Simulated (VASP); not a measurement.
# HCN (I4mm) in VASP: notebook

The runs below take HCN through single point, with PBE-based screened hybrid.

All numbers are computed with VASP 6.6.1; they aren't measurements. Logs are shortened: lines on timing, memory, paths and dates and some standing lists are left out, and cuts for length are marked.

## (1) The cell of the first run

The structure is tetragonal, space group I4mm (No. 107). The conventional cell has a = 4.632 Å, b = 4.632 Å, c = 4.320 Å, α = 90.00°, β = 90.00°, γ = 90.00°. Within 1.6 Å of N (site symmetry 4mm) lie 1 C at 1.16 Å. C (site symmetry 4mm) has 1 H at 1.09 Å and 1 N at 1.16 Å within 1.5 Å. H (site symmetry 4mm) has 1 C at 1.09 Å within 1.5 Å.

## (2) Single point, PBE-based screened hybrid

POSCAR reads:

```
HCN
1.0
   -2.3160580000      2.3160580000      2.1599010000
    2.3160580000     -2.3160580000      2.1599010000
    2.3160580000      2.3160580000     -2.1599010000
N C H
1 1 1
Direct
    0.2719290000      0.2719290000      0.0000000000
    0.0036740000      0.0036740000      0.0000000000
    0.7520970000      0.7520970000      0.0000000000
```

INCAR.step1 reads:

```
SYSTEM = HCN
ALGO = Normal ; EDIFF = 1E-5
ENCUT = 520 ; GGA = PE
ISIF = 2 ; ISMEAR = -1
LASPH = .True. ; LCHARG = .False.
LREAL = .False. ; LWAVE = .True.
NBANDS = 12 ; NELM = 60
PREC = Accurate ; SIGMA = 0.05
```

INCAR.step2 reads:

```
SYSTEM = HCN
AEXX = 0.15 ; ALGO = Normal
EDIFF = 1E-6 ; ENCUT = 520
GGA = PE ; HFSCREEN = 0.2
ISIF = 2 ; ISMEAR = -1
ISTART = 1 ; LASPH = .True.
LCHARG = .False. ; LHFCALC = .True.
LREAL = .False. ; LWAVE = .False.
NBANDS = 12 ; NELM = 60
PREC = Accurate ; PRECFOCK = Normal
SIGMA = 0.05
```

KPOINTS reads:

```
k-points
0
Gamma
  4 4 4
  0 0 0
```

Potentials or basis: VASP PAW PBE potentials, release 64 (N, C, H).

Run with:

```
$ cat potpaw_PBE.64/N/POTCAR potpaw_PBE.64/C/POTCAR potpaw_PBE.64/H/POTCAR > POTCAR
$ cp INCAR.step1 INCAR
$ mpirun -np 1 vasp_std > vasp.out
$ cp INCAR.step2 INCAR
$ mpirun -np 1 vasp_std > vasp.out
```

OUTCAR:

```text
SYSTEM = HCN
   AEXX = 0.15
   EDIFF = 1E-6
   ENCUT = 520
   GGA = PE
   HFSCREEN = 0.2
   ISIF = 2
   ISMEAR = -1
   ISTART = 1
   LASPH = .True.
   LHFCALC = .True.
   LREAL = .False.
   NELM = 60
   PREC = Accurate
   PRECFOCK = Normal

 ion  position               nearest neighbor table
   1  0.272  0.272  0.000-   2 1.16
   2  0.004  0.004  0.000-   3 1.09   1 1.16
   3  0.752  0.752  0.000-   2 1.09

  LATTYP: Found a body centered tetragonal cell.
 ALAT       =     4.6321160000
 C/A-ratio  =     0.9325763863

  Lattice vectors:

 A1 = (  -2.3160580000,   2.3160580000,   2.1599010000)
 A2 = (   2.3160580000,  -2.3160580000,   2.1599010000)
 A3 = (   2.3160580000,   2.3160580000,  -2.1599010000)

Analysis of symmetry for initial positions (statically):
=====================================================================
 Subroutine PRICEL returns:
 Original cell was already a primitive cell.

 Routine SETGRP: Setting up the symmetry group for a
 body centered tetragonal supercell.

 Subroutine GETGRP returns: Found  8 space group operations
 (whereof  8 operations were pure point group operations)
 out of a pool of 16 trial point group operations.

The static configuration has the point symmetry C_4v.

Analysis of symmetry for dynamics (positions and initial velocities):
=====================================================================
 Subroutine PRICEL returns:
 Original cell was already a primitive cell.

 Routine SETGRP: Setting up the symmetry group for a
 body centered tetragonal supercell.

 Subroutine GETGRP returns: Found  8 space group operations
 (whereof  8 operations were pure point group operations)
 out of a pool of 16 trial point group operations.

The dynamic configuration has the point symmetry C_4v.

 Subroutine INISYM returns: Found  8 space group operations
 (whereof  8 operations are pure point group operations),
 and found     1 'primitive' translations

----------------------------------------------------------------------------------------

                                     Primitive cell

  volume of cell :      46.3439

  direct lattice vectors                    reciprocal lattice vectors
    -2.316058000  2.316058000  2.159901000     0.000000000  0.215884058  0.231492092
     2.316058000 -2.316058000  2.159901000     0.215884058  0.000000000  0.231492092
     2.316058000  2.316058000 -2.159901000     0.215884058  0.215884058  0.000000000

  length of vectors
     3.923445125  3.923445125  3.923445125     0.316535172  0.316535172  0.305306163

  position of ions in fractional coordinates (direct lattice)
     0.271929000  0.271929000  0.000000000
     0.003674000  0.003674000  0.000000000
     0.752097000  0.752097000  0.000000000

  ion indices of the primitive-cell ions
   primitive index   ion index
                 1           1
                 2           2
                 3           3

----------------------------------------------------------------------------------------

 KPOINTS: k-points

Automatic generation of k-mesh.
 Grid dimensions read from file:
 generate k-points for:    4    4    4

 Generating k-lattice:

  Cartesian coordinates                     Fractional coordinates (reciprocal lattice)
     0.000000000  0.053971015  0.057873023     0.250000000  0.000000000  0.000000000
     0.053971015  0.000000000  0.057873023     0.000000000  0.250000000  0.000000000
     0.053971015  0.053971015  0.000000000     0.000000000  0.000000000  0.250000000

  Length of vectors
     0.079133793  0.079133793  0.076326541

  Shift w.r.t. Gamma in fractional coordinates (k-lattice)
     0.000000000  0.000000000  0.000000000

 Subroutine IBZKPT returns following result:
 ===========================================

 Found     13 irreducible k-points:

 Following reciprocal coordinates:
            Coordinates               Weight
  0.000000  0.000000  0.000000      1.000000
  0.250000  0.000000  0.000000      8.000000
  0.500000  0.000000  0.000000      4.000000
  0.250000  0.250000  0.000000      8.000000
  0.500000  0.250000  0.000000     16.000000
 -0.250000  0.250000  0.000000      4.000000
  0.500000  0.500000  0.000000      2.000000
  0.250000  0.250000  0.250000      2.000000
 -0.250000  0.250000  0.250000      4.000000
  0.500000  0.500000  0.250000      4.000000
 -0.250000  0.500000  0.250000      8.000000
 -0.250000 -0.250000  0.250000      2.000000
  0.500000  0.500000  0.500000      1.000000
   k-points           NKPTS =     13   k-points in BZ     NKDIM =     64   number of bands    NBANDS=     12
   number of dos      NEDOS =    301   number of ions     NIONS =      3
   total plane-waves  NPLWV =  27000
   dimension x,y,z NGX =    30 NGY =   30 NGZ =   30
   dimension x,y,z NGXF=    60 NGYF=   60 NGZF=   60
   ions per type =               1   1   1
   NGX,Y,Z   is equivalent  to a cutoff of  12.71, 12.71, 12.71 a.u.
   NGXF,Y,Z  is equivalent  to a cutoff of  25.42, 25.42, 25.42 a.u.
 SYSTEM =  HCN
   PREC   = accura    normal or accurate (medium, high low for compatibility)
   ISTART =      1    job   : 0-new  1-cont  2-samecut
   ICHARG =      0    charge: 1-file 2-atom 10-const
   ISPIN  =      1    spin polarized calculation?
   LNONCOLLINEAR =      F non collinear calculations
   LSORBIT =      F    spin-orbit coupling
   LASPH  =      T    aspherical Exc in radial PAW
   ENCUT  =  520.0 eV  38.22 Ry    6.18 a.u.   7.30  7.30  7.30*2*pi/ulx,y,z
   NELM   =     60;   NELMIN=  2; NELMDL=  0     # of ELM steps
   EDIFF  = 0.1E-05   stopping-criterion for ELM
   LREAL  =      F    real-space projection
   EDIFFG = 0.1E-04   stopping-criterion for IOM
   NSW    =      0    number of steps for IOM
   IBRION =     -1    ionic relax: 0-MD 1-quasi-New 2-CG
   NFREE  =      0    steps in history (QN), initial steepest desc. (CG)
   ISIF   =      2    stress and relaxation
   ISYM   =      3    0-nonsym 1-usesym 2-fastsym
   POTIM  = 0.5000    time-step for ionic-motion
   TEBEG  =    0.0;   TEEND  =   0.0 temperature during run
   PSTRESS=    0.0 pullay stress
   NELECT =      10.0000    total number of electrons
   NUPDOWN=      -1.0000    fix difference up-down
   EMIN   =  10.00;   EMAX   =-10.00  energy-range for DOS
   EFERMI =   0.00;   METHOD = LEGACY
   ISMEAR =    -1;   SIGMA  =   0.05  broadening in eV -4-tet -1-fermi 0-gaus
   EFERMI_NEDOS =   21; number of points for ismear=-14 and -15
   IALGO  =     38    algorithm
   IMIX   =      1    mixing-type and parameters
     AMIX     =   0.40;   BMIX     =  1.00
     AMIX_MAG =   1.60;   BMIX_MAG =  1.00
  volume/ion in A,a.u.               =      15.45       104.25
  Fermi-wavevector in a.u.,A,eV,Ry     =   0.981923  1.855565 13.118357  0.964172
  Thomas-Fermi vector in A             =   2.112966
   LORBIT       =      0    0 simple, 1 ext, 2 COOP (PROOUT), +10 PAW based schemes
   GGA     = PE    functional components
   LHFCALC =     T    Hartree Fock is set to
   PRECFOCK=normal    Normal, Fast or Accurate (Low or Medium for compatibility)
   ENCUT4O =  -1.0   cutoff for four orbital integrals eV
   NKREDX  =     1    reduce k-point grid by
   NKREDY  =     1    reduce k-point grid by
   NKREDZ  =     1    reduce k-point grid by
   AEXX    =    0.1500 exact exchange contribution
   HFSCREEN=    0.2000 screening length (either q_TF or 0.3 A-1)
   HFSCREENC=   0.2000 screening length for correlation (either q_TF or 0.3 A-1)
   ENCUTFOCK=  -1.0 apply spherical cutoff to Coloumb kernel
   IVDW    =     0    specifies the selected vdW correction
   LEPSILON=     F    determine dielectric tensor
   LRPA    =     F    only Hartree local field effects (RPA)
 non-spin polarized calculation
  energy-cutoff  :      520.00
  volume of cell :       46.34
 maximum number of plane-waves:      1265
 NGX is ok and might be reduce to    30
  NGX = 24; NGY = 24; NGZ = 24

 number of electron      10.0000000 magnetization

 Free energy of the ion-electron system (eV)
  ---------------------------------------------------
  ext. energy  EPLUGINS =         0.00000000
  ---------------------------------------------------
  free energy    TOTEN  =       -22.26556986 eV

  energy without entropy =      -22.26556986  energy(sigma->0) =      -22.26556986

 E-fermi :  -4.4793     XC(G=0):  -6.1502

 val. band max:       -5.5434331078   @ k =   0.5000   0.5000   0.0000
 cond. band min:       2.1880478065   @ k =   0.5000   0.0000   0.0000
 fundamental gap:      7.7314809143
 Fermi energy:        -4.4793230729

 k-point     1 :       0.0000    0.0000    0.0000
  band No.  band energies     occupation
      1     -21.1092      2.00000
      2     -11.6488      2.00000
      3      -7.2994      2.00000
      4      -5.6132      2.00000
      5      -5.6132      2.00000
      6       3.2492      0.00000
      7       3.2492      0.00000
      8       4.5635      0.00000
      9       9.3832      0.00000
     10      10.9644      0.00000
     11      12.0715      0.00000
     12      12.0715      0.00000

 k-point     2 :       0.2500    0.0000    0.0000
  band No.  band energies     occupation
      1     -21.0391      2.00000
      2     -11.9623      2.00000
      3      -6.8118      2.00000
      4      -5.7880      2.00000
      5      -5.7743      2.00000
      6       2.7546      0.00000
      7       3.0721      0.00000
      8       5.4727      0.00000
      9       8.2603      0.00000
     10      10.9078      0.00000
     11      11.0215      0.00000
     12      14.0027      0.00000

 k-point     3 :       0.5000    0.0000    0.0000
  band No.  band energies     occupation
      1     -20.9673      2.00000
      2     -12.2386      2.00000
      3      -6.3718      2.00000
      4      -5.9268      2.00000
      5      -5.9128      2.00000
      6       2.1880      0.00000
      7       2.8682      0.00000
      8       6.4554      0.00000
      9       8.0886      0.00000
     10       9.8125      0.00000
     11      12.0473      0.00000
     12      13.7858      0.00000

 k-point     4 :       0.2500    0.2500    0.0000
  band No.  band energies     occupation
      1     -20.9675      2.00000
      2     -12.2301      2.00000
      3      -6.3133      2.00000
      4      -6.0328      2.00000
      5      -5.9176      2.00000
      6       2.5119      0.00000
      7       2.8012      0.00000
      8       6.0495      0.00000
      9       8.7307      0.00000
     10       9.2350      0.00000
     11      11.9547      0.00000
     12      13.2700      0.00000

 k-point     5 :       0.5000    0.2500    0.0000
  band No.  band energies     occupation
      1     -20.9881      2.00000
      2     -11.9438      2.00000
      3      -6.8491      2.00000
      4      -6.3662      2.00000
      5      -5.7510      2.00000
      6       2.6657      0.00000
      7       3.4018      0.00000
      8       6.9347      0.00000
      9       7.7000      0.00000
     10      10.0276      0.00000
     11      11.4019      0.00000
     12      13.6340      0.00000
[... 63 lines left out ...]
      1     -20.9695      2.00000
      2     -11.6132      2.00000
      3      -7.4139      2.00000
      4      -6.6416      2.00000
      5      -5.9629      2.00000
      6       3.5520      0.00000
      7       4.3997      0.00000
      8       6.7825      0.00000
      9       7.0095      0.00000
     10       9.3346      0.00000
     11      11.5945      0.00000
     12      12.7958      0.00000

 k-point    11 :      -0.2500    0.5000    0.2500
  band No.  band energies     occupation
      1     -20.9490      2.00000
      2     -11.9568      2.00000
      3      -6.8705      2.00000
      4      -6.2118      2.00000
      5      -6.2073      2.00000
      6       3.2848      0.00000
      7       3.6313      0.00000
      8       6.3224      0.00000
      9       7.1746      0.00000
     10      10.5860      0.00000
     11      11.0817      0.00000
     12      11.6579      0.00000

 k-point    12 :      -0.2500   -0.2500    0.2500
  band No.  band energies     occupation
      1     -20.9738      2.00000
      2     -12.2373      2.00000
      3      -6.2565      2.00000
      4      -5.9558      2.00000
      5      -5.9558      2.00000
      6       3.0283      0.00000
      7       3.0283      0.00000
      8       5.0106      0.00000
      9       8.2954      0.00000
     10       8.6585      0.00000
     11      13.1737      0.00000
     12      13.1923      0.00000

 k-point    13 :       0.5000    0.5000    0.5000
  band No.  band energies     occupation
      1     -20.9306      2.00000
      2     -11.6173      2.00000
      3      -7.4116      2.00000
      4      -6.4679      2.00000
      5      -6.4679      2.00000
      6       4.4435      0.00000
      7       4.4435      0.00000
      8       6.2737      0.00000
      9       6.5517      0.00000
     10      10.2563      0.00000
     11      10.2563      0.00000
     12      11.9368      0.00000

------------------------ aborting loop because EDIFF is reached ----------------------------------------

  FORCE on cell =-STRESS in cart. coord.  units (eV):
  Direction    XX          YY          ZZ          XY          YZ          ZX
  --------------------------------------------------------------------------------------
  -------------------------------------------------------------------------------------
  Total        0.0546596      0.0546596     -0.9267151      0.0000000      0.0000000      0.0000000
  in kB        1.8896632      1.8896632    -32.0379074      0.0000000      0.0000000      0.0000000
  external PRESSURE =      -9.4195270 kB  Pullay stress =       0.0000000 kB

 VOLUME and BASIS-vectors are now :
 -----------------------------------------------------------------------------
  energy-cutoff  :      520.00
  volume of cell :       46.34
      direct lattice vectors                 reciprocal lattice vectors
    -2.316058000  2.316058000  2.159901000     0.000000000  0.215884058  0.231492092
     2.316058000 -2.316058000  2.159901000     0.215884058  0.000000000  0.231492092
     2.316058000  2.316058000 -2.159901000     0.215884058  0.215884058  0.000000000

 POSITION                                       TOTAL-FORCE (eV/Angst)
 -----------------------------------------------------------------------------------
      0.00000      0.00000      1.17468         0.000000      0.000000     -0.659850
      0.00000      0.00000      0.01587         0.000000      0.000000      0.634538
      0.00000      0.00000      3.24891        -0.000000     -0.000000      0.025312
 -----------------------------------------------------------------------------------
    total drift:                               -0.000002      0.000003     -0.000593

  FREE ENERGIE OF THE ION-ELECTRON SYSTEM (eV)
  ---------------------------------------------------
  free  energy   TOTEN  =       -22.2655698607 eV

  energy  without entropy=      -22.2655698606  energy(sigma->0) =      -22.26556986
```

Wall time 4.1 min (1 thread of Oxide Virtual Turin-like, shared host); peak memory 0.23 GiB.

What came out:

```yaml
Free_energy: -22.2656 eV
Pressure: -0.9 GPa
Largest_force: 0.660 eV/Å
Band_gap_on_the_k_mesh: 7.73 eV, indirect (least direct gap 8.10 eV)
```

Forces in eV/Å, atoms in the order of the input:
```
N    0.000  0.000 -0.660
C    0.000  0.000  0.635
H    0.000  0.000  0.025
```

Levels at points of the mesh, in eV from the valence-band top:
```csv
k point,band 3,band 4,band 5,band 6,band 7,band 8
"(0.00, 0.00, 0.00)",-1.76,-0.07,-0.07,8.79,8.79,10.11
"(0.50, 0.00, 0.00)",-0.83,-0.38,-0.37,7.73,8.41,12.00
"(0.50, 0.50, 0.00)",-1.80,-1.26,0.00,8.34,9.94,12.71
"(0.50, 0.50, 0.50)",-1.87,-0.92,-0.92,9.99,9.99,11.82
```

Caveat: the k points lie up to 0.50 Å⁻¹ apart; the PAW data sets were made with another functional, which shifts forces and pressure a little.

(Part 1 of 3 ends here.)
